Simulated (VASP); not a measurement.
# PtS2 (P1) in VASP: further runs

PtS2 is run at these levels: PBEsol; tasks: single point.

All numbers are computed with VASP 6.6.1; they aren't measurements. Logs are shortened: lines on timing, memory, paths and dates and some standing lists are left out, and cuts for length are marked.

## (1) The cell of the first run

The typed cell holds 3 atoms: a = 5.477 Å, b = 5.477 Å, c = 5.477 Å, α = 37.03°, β = 37.03°, γ = 37.03°.

## (2) Single point, PBEsol

INCAR

```
SYSTEM = PtS2
PREC = Accurate
ENCUT = 520
EDIFF = 1E-6
ISMEAR = -1
SIGMA = 0.086
LREAL = .FALSE.
LASPH = .TRUE.
NELM = 100
ALGO = Normal
ISIF = 2
LWAVE = .FALSE.
LCHARG = .TRUE.
GGA = PS
LELF = .TRUE.
LVHAR = .TRUE.
NBANDS = 18
```

KPOINTS

```
Automatic mesh
0
G
  4 4 4
  0 0 0
```

POSCAR

```
PtS2
1.0
    1.7391392326      1.0040925041      5.0958703778
   -1.7391392326      1.0040925041      5.0958703778
    0.0000000000     -2.0081850081      5.0958703778
Pt S
1 2
Direct
   -0.0208147195     -0.0123070626      0.0228244244
    0.4968743764      0.4970003007      0.3046856295
    0.2830968213      0.2312039088      0.2097443743
```

Potentials or basis: VASP PAW PBE potentials, release 64 (Pt, S).

The run is started by

```
cat potpaw_PBE.64/Pt/POTCAR potpaw_PBE.64/S/POTCAR > POTCAR
mpirun -np 1 vasp_std > vasp.out
```

OUTCAR:

```text
SYSTEM = PtS2
   PREC = Accurate
   ENCUT = 520
   EDIFF = 1E-6
   ISMEAR = -1
   LREAL = .FALSE.
   LASPH = .TRUE.
   NELM = 100
   ISIF = 2
   GGA = PS

 ion  position               nearest neighbor table
   1  0.979  0.988  0.023-   3 2.28   2 2.40   2 2.42   3 2.43   3 2.57   2 2.93
   2  0.497  0.497  0.305-   1 2.40   1 2.42   1 2.93
   3  0.283  0.231  0.210-   1 2.28   1 2.43   1 2.57

  LATTYP: Found a trigonal (rhomboedric) cell.
 ALAT       =     5.4772896522
 COS(alpha) =     0.7983643665

  Lattice vectors:

 A1 = (   1.7391392326,   1.0040925041,   5.0958703778)
 A2 = (  -1.7391392326,   1.0040925041,   5.0958703778)
 A3 = (   0.0000000000,  -2.0081850081,   5.0958703778)

Analysis of symmetry for initial positions (statically):
=====================================================================
 Subroutine PRICEL returns:
 Original cell was already a primitive cell.

 Routine SETGRP: Setting up the symmetry group for a
 trigonal (rhombohedral) supercell.

 Subroutine GETGRP returns: Found  1 space group operations
 (whereof  1 operations were pure point group operations)
 out of a pool of 12 trial point group operations.

The static configuration has the point symmetry C_1 .

Analysis of symmetry for dynamics (positions and initial velocities):
=====================================================================
 Subroutine PRICEL returns:
 Original cell was already a primitive cell.

 Routine SETGRP: Setting up the symmetry group for a
 trigonal (rhombohedral) supercell.

 Subroutine GETGRP returns: Found  1 space group operations
 (whereof  1 operations were pure point group operations)
 out of a pool of 12 trial point group operations.

The dynamic configuration has the point symmetry C_1 .

 Subroutine INISYM returns: Found  1 space group operations
 (whereof  1 operations are pure point group operations),
 and found     1 'primitive' translations

----------------------------------------------------------------------------------------

                                     Primitive cell

  volume of cell :      53.3922

  direct lattice vectors                    reciprocal lattice vectors
     1.739139233  1.004092504  5.095870378     0.287498546  0.165987363  0.065412444
    -1.739139233  1.004092504  5.095870378    -0.287498546  0.165987363  0.065412444
     0.000000000 -2.008185008  5.095870378     0.000000000 -0.331974725  0.065412444

  length of vectors
     5.477289652  5.477289652  5.477289652     0.338357808  0.338357808  0.338357808

[... 83 lines left out ...]
   LREAL  =      F    real-space projection
   EDIFFG = 0.1E-04   stopping-criterion for IOM
   NSW    =      0    number of steps for IOM
   IBRION =     -1    ionic relax: 0-MD 1-quasi-New 2-CG
   NFREE  =      0    steps in history (QN), initial steepest desc. (CG)
   ISIF   =      2    stress and relaxation
   ISYM   =      2    0-nonsym 1-usesym 2-fastsym
   POTIM  = 0.5000    time-step for ionic-motion
   TEBEG  =    0.0;   TEEND  =   0.0 temperature during run
   PSTRESS=    0.0 pullay stress
   NELECT =      22.0000    total number of electrons
   NUPDOWN=      -1.0000    fix difference up-down
   EMIN   =  10.00;   EMAX   =-10.00  energy-range for DOS
   EFERMI =   0.00;   METHOD = LEGACY
   ISMEAR =    -1;   SIGMA  =   0.09  broadening in eV -4-tet -1-fermi 0-gaus
   EFERMI_NEDOS =   21; number of points for ismear=-14 and -15
   IALGO  =     38    algorithm
   IMIX   =      4    mixing-type and parameters
     AMIX     =   0.40;   BMIX     =  1.00
     AMIX_MAG =   1.60;   BMIX_MAG =  1.00
  volume/ion in A,a.u.               =      17.80       120.10
  Fermi-wavevector in a.u.,A,eV,Ry     =   1.218213  2.302088 20.191623  1.484042
  Thomas-Fermi vector in A             =   2.353507
   LORBIT       =      0    0 simple, 1 ext, 2 COOP (PROOUT), +10 PAW based schemes
   GGA     = PS    functional components
   LHFCALC =     F    Hartree Fock is set to
   AEXX    =    0.0000 exact exchange contribution
   IVDW    =     0    specifies the selected vdW correction
   LEPSILON=     F    determine dielectric tensor
   LRPA    =     F    only Hartree local field effects (RPA)
 non-spin polarized calculation
  energy-cutoff  :      520.00
  volume of cell :       53.39
 maximum number of plane-waves:      1454
 NGX is ok and might be reduce to    42
   NGX = 21   NGY = 21   NGZ = 21

 number of electron      22.0000000 magnetization

 Free energy of the ion-electron system (eV)
  ---------------------------------------------------
  ext. energy  EPLUGINS =         0.00000000
  ---------------------------------------------------
  free energy    TOTEN  =       -15.40128957 eV

  energy without entropy =      -15.35871072  energy(sigma->0) =      -15.38000015

 E-fermi :   6.9625     XC(G=0): -11.1534

 val. band max:        6.9292875859   @ k =   0.2500  -0.2500   0.5000
 cond. band min:       7.0225278613   @ k =   0.2500   0.5000   0.2500
 fundamental gap:      0.0932402754
 Fermi energy:         6.9624831247

 k-point     1 :       0.0000    0.0000    0.0000
  band No.  band energies     occupation
      1      -8.3823      2.00000
      2      -5.2413      2.00000
      3      -0.6736      2.00000
      4       1.4427      2.00000
      5       1.9863      2.00000
      6       2.4435      2.00000
[... 481 lines left out ...]
      5       2.1782      2.00000
      6       2.5101      2.00000
[... 10 lines left out ...]
     17      15.8963      0.00000
     18      16.9355      0.00000

 [... further k-points ...]

------------------------ aborting loop because EDIFF is reached ----------------------------------------

  FORCE on cell =-STRESS in cart. coord.  units (eV):
  Direction    XX          YY          ZZ          XY          YZ          ZX
  --------------------------------------------------------------------------------------
  -------------------------------------------------------------------------------------
  Total       -0.8923069     -1.1827943     -1.4669181      0.4351363      1.0305747      0.7112559
  in kB      -26.7760872    -35.4929513    -44.0188556     13.0574454     30.9251896     21.3431631
  external PRESSURE =     -35.4292980 kB  Pullay stress =       0.0000000 kB

 VOLUME and BASIS-vectors are now :
 -----------------------------------------------------------------------------
  energy-cutoff  :      520.00
  volume of cell :       53.39
      direct lattice vectors                 reciprocal lattice vectors
     1.739139233  1.004092504  5.095870378     0.287498546  0.165987363  0.065412444
    -1.739139233  1.004092504  5.095870378    -0.287498546  0.165987363  0.065412444
     0.000000000 -2.008185008  5.095870378     0.000000000 -0.331974725  0.065412444

 POSITION                                       TOTAL-FORCE (eV/Angst)
 -----------------------------------------------------------------------------------
     -0.01480      1.92909     10.13927         0.676160      0.119044      0.164627
     -0.00022      0.38608      6.61730        -0.088859      0.158421     -0.274704
      0.09025      0.09520      3.68964        -0.587301     -0.277464      0.110077
 -----------------------------------------------------------------------------------
    total drift:                                0.000045     -0.000158      0.000233

  FREE ENERGIE OF THE ION-ELECTRON SYSTEM (eV)
  ---------------------------------------------------
  free  energy   TOTEN  =       -15.4012895688 eV

  energy  without entropy=      -15.3587107227  energy(sigma->0) =      -15.38000015
```

stdout:

```text
POSCAR found type information on POSCAR PtS
 POSCAR found :  2 types and       3 ions
 scaLAPACK will be used
 -----------------------------------------------------------------------------
|                                                                             |
|                                                                             |
|     You enforced a specific xc type in the INCAR file but a different       |
|     I HOPE YOU KNOW WHAT YOU ARE DOING!                                     |
|                                                                             |
 -----------------------------------------------------------------------------

 LDA part: xc-table for (Slater+PW92), standard interpolation
 POSCAR, INCAR and KPOINTS ok, starting setup
 FFT: planning ... GRIDC
 FFT: planning ... GRID_SOFT
 FFT: planning ... GRID
 WAVECAR not read
 entering main loop
```

It took 2.1 min on 1 thread of AMD EPYC 7R43 (Zen 3), shared host; peak memory 0.21 GiB.

What came out:

| Item | Value |
| --- | --- |
| Free energy | -15.4013 eV |
| Pressure | -3.5 GPa |
| Largest force | 0.706 eV/Å |
| Band gap on the k mesh | zero (bands 11 and 12 overlap by 1.10 eV) |

Forces on the atoms (eV/Å):
```
Pt   0.676  0.119  0.165
S   -0.089  0.158 -0.275
S   -0.587 -0.277  0.110
```

Stress tensor (GPa, compression positive):
```
-2.68  1.31  2.13
 1.31 -3.55  3.09
 2.13  3.09 -4.40
```

Caveat: the k points lie up to 0.53 Å⁻¹ apart, too coarse for converged energies and pressures of a metal; the PAW data sets were made with another functional, which shifts forces and pressure a little; spin-orbit coupling is left out, which moves the levels of the heavy elements.

## (3) Single point, PBEsol

INCAR

```
PREC     = Accurate       # precision mode
ENCUT    = 520            # plane-wave cutoff, eV
EDIFF    = 1E-6           # SCF threshold, eV
ISMEAR   = -1             # smearing method
SIGMA    = 0.086          # smearing width, eV
LREAL    = F              # projectors in reciprocal space
LASPH    = T              # aspherical terms in the spheres
NELM     = 80             # most SCF steps
ALGO     = Normal         # electronic algorithm
ISIF     = 2              # what is computed and relaxed
LWAVE    = F              # write WAVECAR
LCHARG   = F              # write CHGCAR
GGA      = PS             # functional
NBANDS   = 18             # bands
```

KPOINTS

```
regular mesh
0
Gamma
  4 4 4
```

POSCAR

```
PtS2
1.0
    1.7391392326      1.0040925041      5.0958703778
   -1.7391392326      1.0040925041      5.0958703778
    0.0000000000     -2.0081850081      5.0958703778
Pt S
1 2
Direct
   -0.0263452098     -0.0310509860      0.0460933180
    0.5677334763      0.5813873572      0.1499730423
    0.2458920009      0.2608718251      0.2228658004
```

Potentials or basis: VASP PAW PBE potentials, release 64 (Pt, S).

The run is started by

```
cat potpaw_PBE.64/Pt/POTCAR potpaw_PBE.64/S/POTCAR > POTCAR
mpirun -np 1 vasp_std > vasp.out
```

Run time: 2.1 min. Hardware: 1 thread of AMD EPYC 7R43 (Zen 3), shared host; peak memory 0.21 GiB.

Results (log left out):

| Quantity | Value |
| --- | --- |
| Free energy | -15.4926 eV |
| Pressure | -0.6 GPa |
| Largest force | 0.611 eV/Å |
| Band gap on the k mesh | zero (bands 11 and 12 overlap by 0.76 eV) |

Forces in eV/Å, atoms in the order of the input:
```
Pt  -0.437  0.028 -0.047
S    0.194  0.419 -0.291
S    0.243 -0.447  0.338
```

Stress tensor (GPa, compression positive):
```
 0.30 -0.39 -0.03
-0.39 -1.24  6.71
-0.03  6.71 -0.83
```

Levels at points of the mesh, in eV from the Fermi level:
| k point | band 8 | band 9 | band 10 | band 11 | band 12 | band 13 | band 14 | band 15 |
| --- | --- | --- | --- | --- | --- | --- | --- | --- |
| (0.00, 0.00, 0.00) | -2.48 | -0.02 | 0.00 | 0.43 | 1.15 | 1.42 | 4.66 | 6.25 |
| (0.50, 0.00, 0.00) | -2.75 | -2.71 | -1.54 | -0.89 | 0.15 | 1.99 | 5.00 | 6.44 |
| (0.00, 0.50, 0.00) | -2.86 | -2.69 | -1.58 | -0.78 | -0.03 | 1.96 | 5.12 | 6.37 |
| (0.00, 0.00, 0.50) | -2.61 | -1.35 | -1.15 | 0.12 | 0.64 | 1.16 | 3.98 | 5.56 |
| (0.50, 0.50, 0.00) | -2.87 | -2.26 | -1.94 | -1.08 | -0.34 | 3.40 | 5.79 | 7.08 |
| (0.50, 0.00, 0.50) | -2.72 | -2.03 | -1.62 | -0.57 | 0.07 | 2.26 | 4.79 | 6.70 |
| (0.00, 0.50, 0.50) | -2.70 | -2.01 | -1.55 | -0.51 | 0.08 | 2.25 | 4.76 | 6.58 |
| (0.50, 0.50, 0.50) | -2.64 | -1.44 | -1.22 | -0.04 | 0.58 | 3.43 | 5.93 | 7.26 |

Caveat: the k points lie up to 0.53 Å⁻¹ apart, too coarse for converged energies and pressures of a metal; the PAW data sets were made with another functional, which shifts forces and pressure a little; spin-orbit coupling is left out, which moves the levels of the heavy elements.

## (4) Single point, PBEsol

INCAR

```
SYSTEM = PtS2
  PREC = Accurate
  ENCUT = 520
  EDIFF = 1E-6
  ISMEAR = -1
  SIGMA = 0.086
  LREAL = .False.
  LASPH = .True.
  NELM = 100
  ALGO = Normal
  ISIF = 2
  LWAVE = .False.
  LCHARG = .False.
  GGA = PS
  NBANDS = 18
```

KPOINTS

```
regular mesh
0
Gamma
  4 4 4
  0 0 0
```

POSCAR

```
PtS2
1.0
    1.7391392326      1.0040925041      5.0958703778
   -1.7391392326      1.0040925041      5.0958703778
    0.0000000000     -2.0081850081      5.0958703778
Pt S
1 2
Direct
   -0.0388876608     -0.0403763282      0.0686991598
    0.6818282939      0.6698976792     -0.0817240853
    0.2081166584      0.2291063522      0.3170073200
```

The run is started by

```
cat potpaw_PBE.64/Pt/POTCAR potpaw_PBE.64/S/POTCAR > POTCAR
mpirun -np 1 vasp_std > vasp.out
```

Run time: 2.1 min. Hardware: 1 thread of AMD EPYC 7R43 (Zen 3), shared host; peak memory 0.21 GiB.

The run converged. Its results:

| Quantity | Value |
| --- | --- |
| Free energy | -16.5077 eV |
| Pressure | 1.6 GPa |
| Largest force | 1.731 eV/Å |
| Band gap on the k mesh | zero (bands 11 and 12 overlap by 0.18 eV) |

Forces on the atoms (eV/Å):
```
Pt  -0.254 -1.124  1.292
S   -0.179  1.259 -1.092
S    0.433 -0.135 -0.200
```

Stress tensor (GPa, compression positive):
```
 5.70 -1.21 -2.31
-1.21 -1.44  6.40
-2.31  6.40  0.39
```

Levels at points of the mesh, in eV from the Fermi level:
| k point | band 7 | band 8 | band 9 | band 10 | band 11 | band 12 | band 13 | band 14 | band 15 | band 16 |
| --- | --- | --- | --- | --- | --- | --- | --- | --- | --- | --- |
| (0.00, 0.00, 0.00) | -3.71 | -2.23 | -0.73 | -0.49 | 0.20 | 1.86 | 2.13 | 4.61 | 5.61 | 7.80 |
| (0.50, 0.00, 0.00) | -3.37 | -2.99 | -2.77 | -2.45 | -1.83 | 1.14 | 1.82 | 5.47 | 5.97 | 9.14 |
| (0.00, 0.50, 0.00) | -3.44 | -3.00 | -2.88 | -2.52 | -1.85 | 1.10 | 1.86 | 5.55 | 5.90 | 9.46 |
| (0.00, 0.00, 0.50) | -2.92 | -2.86 | -2.35 | -2.31 | -2.06 | 1.15 | 1.65 | 5.62 | 5.87 | 7.71 |
| (0.50, 0.50, 0.00) | -3.07 | -3.02 | -2.80 | -2.33 | -1.80 | 1.76 | 2.85 | 3.99 | 5.73 | 8.06 |
| (0.50, 0.00, 0.50) | -3.67 | -3.01 | -2.76 | -2.32 | -1.68 | 1.91 | 2.74 | 3.74 | 5.77 | 8.03 |
| (0.00, 0.50, 0.50) | -3.51 | -2.99 | -2.72 | -2.27 | -1.66 | 1.97 | 2.73 | 3.77 | 5.66 | 8.14 |
| (0.50, 0.50, 0.50) | -3.71 | -2.95 | -1.45 | -1.36 | -0.58 | 1.88 | 2.90 | 5.56 | 7.26 | 8.51 |

Caveat: the k points lie up to 0.53 Å⁻¹ apart; the PAW data sets were made with another functional, which shifts forces and pressure a little; spin-orbit coupling is left out, which moves the levels of the heavy elements.

## (5) Single point, PBEsol

INCAR

```
PREC     = Accurate       # precision mode
ENCUT    = 520            # plane-wave cutoff, eV
EDIFF    = 1E-6           # SCF threshold, eV
ISMEAR   = -1             # smearing method
SIGMA    = 0.052          # smearing width, eV
LREAL    = F              # projectors in reciprocal space
LASPH    = T              # aspherical terms in the spheres
NELM     = 100            # most SCF steps
ALGO     = Normal         # electronic algorithm
ISIF     = 2              # what is computed and relaxed
LWAVE    = F              # write WAVECAR
LCHARG   = T              # write CHGCAR
GGA      = PS             # functional
LELF     = T              # ELF
LVHAR    = T            
NBANDS   = 18             # bands
```

KPOINTS

```
Automatic mesh
0
Gamma
  4 4 4
```

POSCAR

```
PtS2
1.0
    1.7391392326      1.0040925041      5.0958703778
   -1.7391392326      1.0040925041      5.0958703778
    0.0000000000     -2.0081850081      5.0958703778
Pt S
1 2
Direct
    0.0025961162     -0.0014455384     -0.0030687977
    0.3865504873      0.4285597748      0.4634463959
    0.2821700033      0.2080620782      0.2371830067
```

The run is started by

```
cat potpaw_PBE.64/Pt/POTCAR potpaw_PBE.64/S/POTCAR > POTCAR
mpirun -np 1 vasp_std > vasp.out
```

Run time: 2.2 min. Hardware: 1 thread of AMD EPYC 7R43 (Zen 3), shared host; peak memory 0.21 GiB.

Results (log left out):

```
Free energy            : -15.3869 eV
Pressure               : -2.1 GPa
Largest force          : 0.296 eV/Å
Band gap on the k mesh : zero (bands 11 and 12 overlap by 0.69 eV)
```

Forces on the atoms (eV/Å):
```
Pt   0.111 -0.069 -0.190
S    0.118  0.226  0.087
S   -0.229 -0.157  0.103
```

Stress tensor (GPa, compression positive):
```
-2.80  0.30  1.41
 0.30 -1.73  1.21
 1.41  1.21 -1.88
```

Levels at points of the mesh, in eV from the Fermi level:
| k point | band 9 | band 10 | band 11 | band 12 | band 13 | band 14 |
| --- | --- | --- | --- | --- | --- | --- |
| (0.00, 0.00, 0.00) | -0.41 | 0.00 | 0.55 | 0.75 | 1.01 | 3.01 |
| (0.50, 0.00, 0.00) | -2.19 | -1.78 | -1.37 | 0.51 | 1.79 | 2.97 |
| (0.00, 0.50, 0.00) | -2.33 | -1.99 | -1.27 | 0.54 | 0.98 | 4.03 |
| (0.00, 0.00, 0.50) | -2.47 | -2.11 | -1.46 | 0.54 | 0.98 | 4.15 |
| (0.50, 0.50, 0.00) | -2.58 | -2.09 | -1.90 | 0.67 | 1.75 | 4.58 |
| (0.50, 0.00, 0.50) | -2.46 | -1.97 | -1.78 | 0.51 | 1.83 | 4.60 |
| (0.00, 0.50, 0.50) | -2.95 | -1.99 | -1.96 | 0.20 | 1.97 | 4.70 |
| (0.50, 0.50, 0.50) | -1.84 | 0.01 | 0.15 | 0.45 | 0.78 | 3.66 |

Caveat: the k points lie up to 0.53 Å⁻¹ apart, too coarse for converged energies and pressures of a metal; the atoms stand as in a frame of molecular dynamics; the PAW data sets were made with another functional, which shifts forces and pressure a little; spin-orbit coupling is left out, which moves the levels of the heavy elements.

## (6) Overview

| cell | smearing | gap on the mesh (eV) | pressure (GPa) | largest force (eV/Å) |
| --- | --- | --- | --- | --- |
| as given, atomic positions A | fermi-dirac 0.086 eV | none | -3.5 | 0.71 |
| as given, atomic positions B | fermi-dirac 0.086 eV | none | -0.6 | 0.61 |
| as given, atomic positions C | fermi-dirac 0.086 eV | none | 1.6 | 1.73 |
| as given, atomic positions D | fermi-dirac 0.052 eV | none | -2.1 | 0.30 |

Alike in all rows: task single point; level PBEsol; potentials or basis VASP PAW PBE potentials, release 64 (Pt, S); no spin polarisation; k mesh 4 × 4 × 4; cutoff (eV) 520.

Caveats: all runs use coarse meshes; the PAW data sets were made with another functional, which shifts forces and pressure a little; spin-orbit coupling is left out, which moves the levels of the heavy elements; the atoms stand as in a frame of molecular dynamics (at least some runs).

Total energies depend on the potentials used, so only differences within one code and one set of settings carry meaning.

The gap in the log of VASP goes by the Fermi energy; the results here count the filled bands.